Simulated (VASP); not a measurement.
# Ca: single point with LDA

The system is Ca.

```
Ca
1.0
     3.86060    0.00000    0.00000
    -1.93030    3.34338    0.00000
     0.00000    0.00000    6.71560
Ca
2
Cartesian
  0.0000 2.2289 1.6789
  1.9303 1.1145 5.0367
```

This cell differs from its parent crystal: strain -0.030 along x and y, +0.030 along z.

```json
{
 "Program": "VASP 6.6.1",
 "Task": "single point",
 "Functional": "LDA",
 "Potentials or basis": "VASP PAW LDA potentials, release 64 (Ca_sv)",
 "Cutoff": "520 eV",
 "k mesh": "15 × 15 × 8",
 "Occupations": "gaussian, width 0.15 eV",
 "Spin": "no spin polarisation",
 "Dipole correction": "no",
 "Further INCAR settings": "ALGO = Fast; EDIFF = 1e-07; NBANDS = 17"
}
```

The pressure is -2.0 GPa and the band gap on the k mesh is zero (bands 10 and 11 overlap by 0.61 eV).

Stress tensor (GPa, compression positive):
```
-1.44  0.00  0.00
 0.00 -1.44  0.00
 0.00  0.00 -3.01
```

Levels at points of the mesh, in eV from the Fermi level:
| k point | band 8 | band 9 | band 10 | band 11 | band 12 | band 13 |
| --- | --- | --- | --- | --- | --- | --- |
| (0.00, 0.00, 0.00) | -22.87 | -4.01 | -1.29 | -0.38 | 1.87 | 2.17 |
| (0.00, 0.00, 0.50) | -22.88 | -3.10 | -3.10 | 1.10 | 1.10 | 2.19 |

It took 8.4 min on 1 thread of Intel Xeon 8259CL, on a shared host, peak memory 0.29 GiB.

Caveat: the cell differs from its parent crystal (strain -0.030 along x and y, +0.030 along z).
